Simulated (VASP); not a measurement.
# Pt (I4/mmm) in VASP: further runs

The runs below take Pt through single point, with PBE.

Program: VASP 6.6.1. These are calculated values, not measurements. Logs are shortened: lines on timing, memory, paths and dates and some standing lists are left out, and cuts for length are marked.

## Step 1: The cell of the first run

Symmetry: I4/mmm, No. 139, tetragonal system. Conventional cell: a = 2.700 Å, b = 2.700 Å, c = 3.720 Å, α = 90.00°, β = 90.00°, γ = 90.00°. Pt (site symmetry 4/mmm) has 12 Pt at 2.67 to 2.70 Å within 3.5 Å.

## Step 2: Single point, PBE (strain -0.025 along x and y, -0.050 along z)

INCAR reads:

```
SYSTEM = Pt
ALGO = Fast
EDIFF = 1E-6
ENCUT = 520
GGA = PE
ISIF = 2
ISMEAR = 0
LASPH = .True.
LCHARG = .True.
LELF = .True.
LREAL = .False.
LVHAR = .True.
LWAVE = .False.
NBANDS = 11
NELM = 60
PREC = Accurate
SIGMA = 0.15
```

KPOINTS reads:

```
k-points
0
Gamma
  20 20 20
  0 0 0
```

POSCAR reads:

```
Pt
1.0
    0.0000000000      1.9089525000      1.8600050000
    1.9089525000      0.0000000000      1.8600050000
    1.9089525000      1.9089525000      0.0000000000
Pt
1
Direct
    0.0000000000      0.0000000000      0.0000000000
```

Potentials or basis: VASP PAW PBE potentials, release 64 (Pt).

The run is started by

```console
$ cat potpaw_PBE.64/Pt/POTCAR > POTCAR
$ mpirun -np 1 vasp_std > vasp.out
```

OUTCAR:

```text
SYSTEM = Pt
   EDIFF = 1E-6
   ENCUT = 520
   GGA = PE
   ISIF = 2
   ISMEAR = 0
   LASPH = .True.
   LREAL = .False.
   NELM = 60
   PREC = Accurate

 ion  position               nearest neighbor table
   1  0.000  0.000  0.000-

  LATTYP: Found a body centered tetragonal cell.
 ALAT       =     2.6996665154
 C/A-ratio  =     1.3779516762

  Lattice vectors:

 A1 = (   0.0000000000,  -1.9089525000,  -1.8600050000)
 A2 = (   0.0000000000,   1.9089525000,  -1.8600050000)
 A3 = (   1.9089525000,   0.0000000000,   1.8600050000)

Analysis of symmetry for initial positions (statically):
=====================================================================
 Subroutine PRICEL returns:
 Original cell was already a primitive cell.

 Routine SETGRP: Setting up the symmetry group for a
 body centered tetragonal supercell.

 Subroutine GETGRP returns: Found 16 space group operations
 (whereof 16 operations were pure point group operations)
 out of a pool of 16 trial point group operations.

The static configuration has the point symmetry D_4h.

Analysis of symmetry for dynamics (positions and initial velocities):
=====================================================================
 Subroutine PRICEL returns:
 Original cell was already a primitive cell.

 Routine SETGRP: Setting up the symmetry group for a
 body centered tetragonal supercell.

 Subroutine GETGRP returns: Found 16 space group operations
 (whereof 16 operations were pure point group operations)
 out of a pool of 16 trial point group operations.

The dynamic configuration has the point symmetry D_4h.

 Subroutine INISYM returns: Found 16 space group operations
 (whereof 16 operations are pure point group operations),
 and found     1 'primitive' translations

----------------------------------------------------------------------------------------

                                     Primitive cell

  volume of cell :      13.5561

  direct lattice vectors                    reciprocal lattice vectors
     0.000000000  1.908952500  1.860005000    -0.261923751  0.261923751  0.268816482
     1.908952500  0.000000000  1.860005000     0.261923751 -0.261923751  0.268816482
     1.908952500  1.908952500  0.000000000     0.261923751  0.261923751 -0.268816482

  length of vectors
     2.665280144  2.665280144  2.699666515     0.457679368  0.457679368  0.457679368

  position of ions in fractional coordinates (direct lattice)
     0.000000000  0.000000000  0.000000000

  ion indices of the primitive-cell ions
   primitive index   ion index
                 1           1

----------------------------------------------------------------------------------------

 KPOINTS: k-points

Automatic generation of k-mesh.
 Grid dimensions read from file:
 generate k-points for:   20   20   20

 Generating k-lattice:

  Cartesian coordinates                     Fractional coordinates (reciprocal lattice)
    -0.013096188  0.013096188  0.013440824     0.050000000 -0.000000000  0.000000000
     0.013096188 -0.013096188  0.013440824    -0.000000000  0.050000000  0.000000000
     0.013096188  0.013096188 -0.013440824     0.000000000  0.000000000  0.050000000

  Length of vectors
     0.022883968  0.022883968  0.022883968

  Shift w.r.t. Gamma in fractional coordinates (k-lattice)
     0.000000000  0.000000000  0.000000000

 Subroutine IBZKPT returns following result:
 ===========================================

 Found    641 irreducible k-points:

 Following reciprocal coordinates:
            Coordinates               Weight
  0.000000  0.000000  0.000000      1.000000
  0.050000  0.000000  0.000000      8.000000
  0.100000 -0.000000  0.000000      8.000000
  0.150000 -0.000000  0.000000      8.000000
  0.200000 -0.000000  0.000000      8.000000
  0.250000  0.000000  0.000000      8.000000
[... 16 lines left out ...]
 -0.400000  0.050000  0.000000      8.000000
 -0.350000  0.050000  0.000000      8.000000
 [... further k-points ...]
   k-points           NKPTS =    641   k-points in BZ     NKDIM =    641   number of bands    NBANDS=     11
   number of dos      NEDOS =    301   number of ions     NIONS =      1
   total plane-waves  NPLWV =   8000
   dimension x,y,z NGX =    20 NGY =   20 NGZ =   20
   dimension x,y,z NGXF=    40 NGYF=   40 NGZF=   40
   ions per type =               1
   NGX,Y,Z   is equivalent  to a cutoff of  12.47, 12.47, 12.32 a.u.
   NGXF,Y,Z  is equivalent  to a cutoff of  24.95, 24.95, 24.63 a.u.
 SYSTEM =  Pt
   PREC   = accura    normal or accurate (medium, high low for compatibility)
   ISTART =      0    job   : 0-new  1-cont  2-samecut
   ICHARG =      2    charge: 1-file 2-atom 10-const
   ISPIN  =      1    spin polarized calculation?
   LNONCOLLINEAR =      F non collinear calculations
   LSORBIT =      F    spin-orbit coupling
   LASPH  =      T    aspherical Exc in radial PAW
   ENCUT  =  520.0 eV  38.22 Ry    6.18 a.u.   4.96  4.96  5.02*2*pi/ulx,y,z
   NELM   =     60;   NELMIN=  2; NELMDL= -5     # of ELM steps
   EDIFF  = 0.1E-05   stopping-criterion for ELM
   LREAL  =      F    real-space projection
   EDIFFG = 0.1E-04   stopping-criterion for IOM
   NSW    =      0    number of steps for IOM
   IBRION =     -1    ionic relax: 0-MD 1-quasi-New 2-CG
   NFREE  =      0    steps in history (QN), initial steepest desc. (CG)
   ISIF   =      2    stress and relaxation
   ISYM   =      2    0-nonsym 1-usesym 2-fastsym
   POTIM  = 0.5000    time-step for ionic-motion
   TEBEG  =    0.0;   TEEND  =   0.0 temperature during run
   PSTRESS=    0.0 pullay stress
   NELECT =      10.0000    total number of electrons
   NUPDOWN=      -1.0000    fix difference up-down
   EMIN   =  10.00;   EMAX   =-10.00  energy-range for DOS
   EFERMI =   0.00;   METHOD = LEGACY
   ISMEAR =     0;   SIGMA  =   0.15  broadening in eV -4-tet -1-fermi 0-gaus
   EFERMI_NEDOS =   21; number of points for ismear=-14 and -15
   IALGO  =     68    algorithm
   IMIX   =      4    mixing-type and parameters
     AMIX     =   0.40;   BMIX     =  1.00
     AMIX_MAG =   1.60;   BMIX_MAG =  1.00
  volume/ion in A,a.u.               =      13.56        91.48
  Fermi-wavevector in a.u.,A,eV,Ry     =   1.479211  2.795303 29.770423  2.188064
  Thomas-Fermi vector in A             =   2.593396
   LORBIT       =      0    0 simple, 1 ext, 2 COOP (PROOUT), +10 PAW based schemes
   GGA     = PE    functional components
   LHFCALC =     F    Hartree Fock is set to
   AEXX    =    0.0000 exact exchange contribution
   IVDW    =     0    specifies the selected vdW correction
   LEPSILON=     F    determine dielectric tensor
   LRPA    =     F    only Hartree local field effects (RPA)
 non-spin polarized calculation
 RMM-DIIS sequential band-by-band and
 Gauss-broadening in eV      SIGMA  =   0.15
  energy-cutoff  :      520.00
  volume of cell :       13.56
 maximum number of plane-waves:       380
   NGX =  9   NGY =  9   NGZ =  9

 number of electron      10.0000001 magnetization

 Free energy of the ion-electron system (eV)
  ---------------------------------------------------
  ext. energy  EPLUGINS =         0.00000000
  ---------------------------------------------------
  free energy    TOTEN  =        -5.81833747 eV

  energy without entropy =       -5.80214045  energy(sigma->0) =       -5.81023896

 E-fermi :  13.4573     XC(G=0): -14.1379

 val. band max:       13.4563356571   @ k =  -0.2500   0.3500   0.3000
 cond. band min:      13.4625994775   @ k =  -0.4000   0.1500   0.4000
 fundamental gap:      0.0062638204
 Fermi energy:        13.4572700182

 k-point     1 :       0.0000    0.0000    0.0000
  band No.  band energies     occupation
      1       1.9679      2.00000
      2       8.8353      2.00000
      3       8.8353      2.00000
      4       9.1787      2.00000
      5      11.3003      2.00000
      6      11.7160      2.00000
      7      27.7124      0.00000
      8      33.0124      0.00000
      9      33.0124      0.00000
     10      33.8450      0.00000
     11      39.0543      0.00000

 k-point     2 :       0.0500    0.0000    0.0000
  band No.  band energies     occupation
      1       2.0805      2.00000
      2       8.8118      2.00000
      3       8.8825      2.00000
      4       9.1931      2.00000
      5      11.2753      2.00000
      6      11.6818      2.00000
      7      27.9023      0.00000
      8      32.6241      0.00000
      9      33.1952      0.00000
     10      33.8496      0.00000
     11      39.7344      0.00000

 k-point     3 :       0.1000   -0.0000    0.0000
  band No.  band energies     occupation
      1       2.4093      2.00000
      2       8.7080      2.00000
      3       9.0082      2.00000
      4       9.2770      2.00000
      5      11.2215      2.00000
      6      11.5981      2.00000
      7      28.4340      0.00000
      8      31.4858      0.00000
      9      33.7325      0.00000
     10      34.3060      0.00000
     11      41.0427      0.00000

 k-point     4 :       0.1500   -0.0000    0.0000
  band No.  band energies     occupation
      1       2.9230      2.00000
      2       8.5482      2.00000
      3       9.1590      2.00000
      4       9.4217      2.00000
      5      11.2043      2.00000
      6      11.5225      2.00000
      7      29.1658      0.00000
      8      30.1322      0.00000
      9      34.5912      0.00000
     10      35.1546      0.00000
     11      40.4813      0.00000

 k-point     5 :       0.2000   -0.0000    0.0000
  band No.  band energies     occupation
      1       3.5553      2.00000
      2       8.4400      2.00000
      3       9.2473      2.00000
      4       9.5367      2.00000
      5      11.3231      2.00000
      6      11.5497      2.00000
      7      28.6548      0.00000
      8      29.9313      0.00000
      9      35.7147      0.00000
     10      36.2746      0.00000
     11      38.7385      0.00000
[... 211 lines left out ...]
 k-point    21 :       0.5000    0.0500    0.0000
  band No.  band energies     occupation
      1       5.0159      2.00000
      2       8.7641      2.00000
      3       8.9418      2.00000
      4      11.8090      2.00000
      5      13.6147      0.13775
      6      14.1294      0.00000
      7      20.2074      0.00000
      8      27.5107      0.00000
      9      32.7775      0.00000
     10      33.2397      0.00000
     11      43.2317      0.00000

 k-point    22 :      -0.4500    0.0500    0.0000
  band No.  band energies     occupation
      1       5.0195      2.00000
      2       8.7658      2.00000
      3       8.9579      2.00000
      4      11.7421      2.00000
      5      13.4490      1.06199
      6      14.0797      0.00000
      7      20.4520      0.00000
      8      27.5569      0.00000
      9      33.0835      0.00000
     10      33.1443      0.00000
     11      43.3280      0.00000

 k-point    23 :      -0.4000    0.0500    0.0000
  band No.  band energies     occupation
      1       5.0304      2.00000
      2       8.8306      2.00000
      3       9.0397      2.00000
      4      11.0311      2.00000
      5      13.0627      1.99980
      6      13.6892      0.02879
      7      21.7213      0.00000
      8      27.8735      0.00000
      9      33.4303      0.00000
     10      34.0615      0.00000
     11      41.8922      0.00000

 k-point    24 :      -0.3500    0.0500    0.0000
  band No.  band energies     occupation
      1       5.0027      2.00000
      2       8.9508      2.00000
      3       9.1746      2.00000
      4      10.0117      2.00000
      5      12.5333      2.00000
      6      13.2261      1.97070
      7      23.4425      0.00000
      8      28.4661      0.00000
      9      34.1846      0.00000
     10      35.4554      0.00000
     11      40.0609      0.00000

 [... further k-points ...]
[... 5 lines left out ...]
  --------------------------------------------------------------------------------------
  -------------------------------------------------------------------------------------
  Total        4.2881841      4.2881841      4.5896194      0.0000000     -0.0000000     -0.0000000
  in kB      506.8152194    506.8152194    542.4414958      0.0000000     -0.0000000     -0.0000000
  external PRESSURE =     518.6906449 kB  Pullay stress =       0.0000000 kB

 VOLUME and BASIS-vectors are now :
 -----------------------------------------------------------------------------
  energy-cutoff  :      520.00
  volume of cell :       13.56
      direct lattice vectors                 reciprocal lattice vectors
     0.000000000  1.908952500  1.860005000    -0.261923751  0.261923751  0.268816482
     1.908952500  0.000000000  1.860005000     0.261923751 -0.261923751  0.268816482
     1.908952500  1.908952500  0.000000000     0.261923751  0.261923751 -0.268816482

 POSITION                                       TOTAL-FORCE (eV/Angst)
 -----------------------------------------------------------------------------------
      0.00000      0.00000      0.00000         0.000000      0.000000      0.000000
 -----------------------------------------------------------------------------------
    total drift:                                0.000000     -0.000000      0.000000

  FREE ENERGIE OF THE ION-ELECTRON SYSTEM (eV)
  ---------------------------------------------------
  free  energy   TOTEN  =        -5.8183374688 eV

  energy  without entropy=       -5.8021404505  energy(sigma->0) =       -5.81023896
```

Run time: 1.8 min. Hardware: 1 thread of Intel Xeon 8259CL, shared host; peak memory 0.21 GiB.

Results:

- Free energy: -5.8183 eV
- Pressure: 51.9 GPa
- Band gap on the k mesh: zero (bands 5 and 6 overlap by 2.79 eV)

Stress tensor (GPa, compression positive):
```
50.68  0.00  0.00
 0.00 50.68  0.00
 0.00  0.00 54.24
```

Caveat: the cell differs from its parent crystal (strain -0.025 along x and y, -0.050 along z); the cell stands under pressure; spin-orbit coupling is left out, which moves the levels of the heavy elements.

## Step 3: Single point, PBE (strain -0.050 along x and y, +0.025 along z)

INCAR reads:

```
PREC     = Accurate       # precision mode
ENCUT    = 520            # plane-wave cutoff, eV
EDIFF    = 1E-6           # SCF threshold, eV
ISMEAR   = 0              # smearing method
SIGMA    = 0.15           # smearing width, eV
LREAL    = F              # projectors in reciprocal space
LASPH    = T              # aspherical terms in the spheres
NELM     = 60             # most SCF steps
ALGO     = Fast           # electronic algorithm
ISIF     = 2              # what is computed and relaxed
LWAVE    = F              # write WAVECAR
LCHARG   = F              # write CHGCAR
GGA      = PE             # functional
NBANDS   = 11             # bands
```

KPOINTS reads:

```
regular mesh
0
Gamma
  20 20 20
```

POSCAR reads:

```
Pt
1.0
    0.0000000000      1.8600050000      2.0068475000
    1.8600050000      0.0000000000      2.0068475000
    1.8600050000      1.8600050000      0.0000000000
Pt
1
Direct
    0.0000000000      0.0000000000      0.0000000000
```

Potentials or basis: VASP PAW PBE potentials, release 64 (Pt).

The run is started by

```console
$ cat potpaw_PBE.64/Pt/POTCAR > POTCAR
$ mpirun -np 1 vasp_std > vasp.out
```

Run time: 1.7 min. Hardware: 1 thread of Intel Xeon 8259CL, shared host; peak memory 0.21 GiB.

The run converged. Its results:

```yaml
Free_energy: -5.8875 eV
Pressure: 41.3 GPa
Band_gap_on_the_k_mesh: zero (bands 5 and 6 overlap by 3.00 eV)
```

Stress tensor (GPa, compression positive):
```
45.78  0.00  0.00
 0.00 45.78  0.00
 0.00  0.00 32.25
```

Levels at points of the mesh, in eV from the Fermi level:
| k point | band 2 | band 3 | band 4 | band 5 | band 6 | band 7 | band 8 | band 9 |
| --- | --- | --- | --- | --- | --- | --- | --- | --- |
| (0.00, 0.00, 0.00) | -4.97 | -3.93 | -3.93 | -2.50 | -1.25 | 14.47 | 18.40 | 20.58 |
| (0.50, 0.00, 0.00) | -4.87 | -3.90 | -0.78 | -0.14 | 0.29 | 6.60 | 13.84 | 19.06 |
| (0.50, 0.50, 0.00) | -7.53 | 0.13 | 0.55 | 0.55 | 0.65 | 8.47 | 12.63 | 12.63 |
| (0.50, 0.00, 0.50) | -7.48 | -0.07 | 0.14 | 1.09 | 2.19 | 10.61 | 10.92 | 11.60 |

Caveat: the cell differs from its parent crystal (strain -0.050 along x and y, +0.025 along z); the cell stands under pressure; spin-orbit coupling is left out, which moves the levels of the heavy elements.

(Continued in part 2 of 2.)
